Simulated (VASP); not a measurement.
# C (P6_3/mmc) in VASP: notebook, part 2 of 2

VASP 6.6.1. Earlier steps stand in the parts before.

**3. Relaxation of cell and atoms, PBEsol, target pressure 2 GPa, at which the enthalpy is minimised**

INCAR reads:

```
SYSTEM = C
PREC = Accurate
ENCUT = 600
EDIFF = 1E-7
ISMEAR = 0
SIGMA = 0.01
LREAL = .False.
LASPH = .True.
NELM = 120
ALGO = Normal
ISIF = 3
LWAVE = .False.
LCHARG = .False.
GGA = PS
IBRION = 2
NSW = 100
EDIFFG = -0.002
PSTRESS = 20.0
GGA_COMPAT = .False.
NELMIN = 4
```

KPOINTS reads:

```
regular mesh
0
Gamma
  10 10 4
  0 0 0
```

POSCAR reads:

```
C
1.0
    2.4588354590      0.0000000000      0.0000000000
   -1.2294177295      2.1294139712      0.0000000000
    0.0000000000      0.0000000000      7.2856777555
C
4
Direct
    0.0000000000      0.0000000000      0.0025001780
    0.0000000000      0.0000000000      0.5025001780
    0.3333333333      0.6666666667      0.0024998220
    0.6666666667      0.3333333333      0.5024998220
```

Potentials or basis: VASP PAW PBE potentials, release 64 (C).

The run is started by

```sh
$ cat potpaw_PBE.64/C/POTCAR > POTCAR
$ mpirun -np 1 vasp_std > vasp.out
```

OUTCAR:

```text
SYSTEM = C
   PREC = Accurate
   ENCUT = 600
   EDIFF = 1E-7
   ISMEAR = 0
   LREAL = .False.
   LASPH = .True.
   NELM = 120
   ISIF = 3
   GGA = PS
   IBRION = 2
   NSW = 100
   EDIFFG = -0.002
   PSTRESS = 20.0
   NELMIN = 4

 ion  position               nearest neighbor table
   1  0.000  0.000  0.003-   3 1.42   3 1.42   3 1.42
   2  0.000  0.000  0.503-   4 1.42   4 1.42   4 1.42
   3  0.333  0.667  0.002-   1 1.42   1 1.42   1 1.42
   4  0.667  0.333  0.502-   2 1.42   2 1.42   2 1.42

  LATTYP: Found a hexagonal cell.
 ALAT       =     2.4588354590
 C/A-ratio  =     2.9630603092

  Lattice vectors:

 A1 = (   2.4588354590,   0.0000000000,   0.0000000000)
 A2 = (  -1.2294177295,   2.1294139712,   0.0000000000)
 A3 = (   0.0000000000,   0.0000000000,   7.2856777555)

Analysis of symmetry for initial positions (statically):
=====================================================================
 Subroutine PRICEL returns:
 Original cell was already a primitive cell.

 Routine SETGRP: Setting up the symmetry group for a
 hexagonal supercell.

 Subroutine GETGRP returns: Found 24 space group operations
 (whereof  6 operations were pure point group operations)
 out of a pool of 24 trial point group operations.

The static configuration has the point symmetry C_3v.
 The point group associated with its full space group is D_6h.
[... 166 lines left out ...]
  free energy    TOTEN  =       -38.59729440 eV

  energy without entropy =      -38.59729440  energy(sigma->0) =      -38.59729440

 E-fermi :   3.3409     XC(G=0):  -9.9785

 val. band max:        3.2484832468   @ k =   0.3000   0.3000   0.0000
 cond. band min:       4.7845184598   @ k =   0.3000   0.3000   0.0000
 fundamental gap:      1.5360352130
 Fermi energy:         3.3408813575

 k-point     1 :       0.0000    0.0000    0.0000
  band No.  band energies     occupation
      1     -15.6633      2.00000
      2     -15.5053      2.00000
      3      -4.3638      2.00000
      4      -3.0678      2.00000
      5       0.9627      2.00000
      6       0.9628      2.00000
      7       0.9702      2.00000
      8       0.9702      2.00000
      9       7.4441      0.00000
     10      12.2973      0.00000
     11      12.3073      0.00000
     12      12.3222      0.00000
[... 460 lines left out ...]
  energy  without entropy=      -38.5949614491  energy(sigma->0) =      -38.59496145

  enthalpy is  TOTEN    =       -38.1230986598 eV   P V=        0.4718627892

[... ionic steps 4 to 8 ...]

--------------------------------------- Ionic step        9  -------------------------------------------

 number of electron      16.0000001 magnetization

------------------------ aborting loop because EDIFF is reached ----------------------------------------
[... 75 lines left out ...]
--------------------------------------- Ionic step       11  -------------------------------------------

 number of electron      16.0000000 magnetization

 Free energy of the ion-electron system (eV)
  ---------------------------------------------------
  ext. energy  EPLUGINS =         0.00000000
  ---------------------------------------------------
  free energy    TOTEN  =       -38.58273190 eV

  energy without entropy =      -38.58273190  energy(sigma->0) =      -38.58273190

 E-fermi :   4.4719     XC(G=0): -10.7316

 val. band max:        4.4086125761   @ k =   0.3000   0.3000   0.0000
 cond. band min:       5.5379334900   @ k =   0.3000   0.3000   0.0000
 fundamental gap:      1.1293209139
 Fermi energy:         4.4718903408

 k-point     1 :       0.0000    0.0000    0.0000
  band No.  band energies     occupation
      1     -14.8634      2.00000
      2     -14.4964      2.00000
      3      -3.8886      2.00000
      4      -1.6311      2.00000
      5       1.9005      2.00000
      6       1.9005      2.00000
      7       1.9236      2.00000
      8       1.9237      2.00000
      9       9.0739      0.00000
     10      13.2476      0.00000
     11      13.2476      0.00000
     12      13.3117      0.00000
[... 380 lines left out ...]
  energy  without entropy=      -38.5827319006  energy(sigma->0) =      -38.58273190

  enthalpy is  TOTEN    =       -38.1553385635 eV   P V=        0.4273933371

 reached required accuracy - stopping structural energy minimisation
```

OSZICAR:

```text
N       E                     dE             d eps       ncg     rms          rms(c)
DAV:   1     0.541356699611E+02    0.54136E+02   -0.87822E+03  1008   0.138E+03
DAV:   2    -0.366535004241E+02   -0.90789E+02   -0.81862E+02  1420   0.233E+02
DAV:   3    -0.409825200917E+02   -0.43290E+01   -0.42977E+01  1300   0.522E+01
[... 108 lines left out ...]
DAV:   2    -0.385830090748E+02    0.65489E-03   -0.11178E-03  1212   0.291E-01    0.139E-01
DAV:   3    -0.385827350338E+02    0.27404E-03   -0.62995E-04  1088   0.189E-01    0.202E-02
DAV:   4    -0.385827325517E+02    0.24822E-05   -0.10473E-05  1256   0.272E-02    0.133E-02
DAV:   5    -0.385827318398E+02    0.71185E-06   -0.28142E-06  1188   0.137E-02    0.170E-03
DAV:   6    -0.385827319006E+02   -0.60840E-07   -0.69050E-08   992   0.208E-03
  11 F= -.38155339E+02 E0= -.38155339E+02  d E =-.185470E-03
```

Run time: 97 s. Hardware: 1 thread of Intel Xeon Platinum 8488C (Sapphire Rapids), shared host; peak memory 0.16 GiB.

What came out:

* Free energy: -38.5827 eV
* Relaxed volume: 8.56 Å³/atom
* Relaxed cell: a = 2.455 Å, b = 2.455 Å, c = 6.558 Å, α = 90.00°, β = 90.00°, γ = 120.00°
* Space group after relaxing (to 0.1 Å): P6_3/mmc (No. 194)
* Energy change on relaxing (the run minimises the enthalpy): +3.6 meV/atom
* Ionic steps: 11
* Pressure after relaxing: 2.0 GPa

Step by step:
```
step  energy change (eV)  largest force (eV/Å)  pressure (GPa)  volume (Å³)
   1              0.0000                0.0000            0.23        38.15
   2              0.0062                0.0000            3.77        37.57
   3              0.0023                0.0000            2.32        37.80
   4              0.0020                0.0000            2.32        37.58
   5              0.0016                0.0000            2.33        36.92
   6              0.0041                0.0000            2.44        35.61
   7              0.0373                0.0000            3.17        32.97
   8              0.0121                0.0000            2.64        34.47
   9              0.0156                0.0000            2.72        34.17
  10              0.0151                0.0000           -1.75        34.62
  11              0.0146                0.0000            2.00        34.24
```

Final structure:
```
CELL_PARAMETERS angstrom
2.45538 0.00000 0.00000
-1.22769 2.12642 0.00000
0.00000 0.00000 6.55754
ATOMIC_POSITIONS crystal
C 0.00000 0.00000 0.00250
C 0.00000 0.00000 0.50250
C 0.33333 0.66667 0.00250
C 0.66667 0.33333 0.50250
```

Caveat: the cell is relaxed towards a set pressure, so the run minimises the enthalpy, not the energy; this functional lacks dispersion, which binds the layers, so the pressure and a relaxed spacing across them are unreliable; the PAW data sets were made with another functional, which shifts forces and pressure a little.
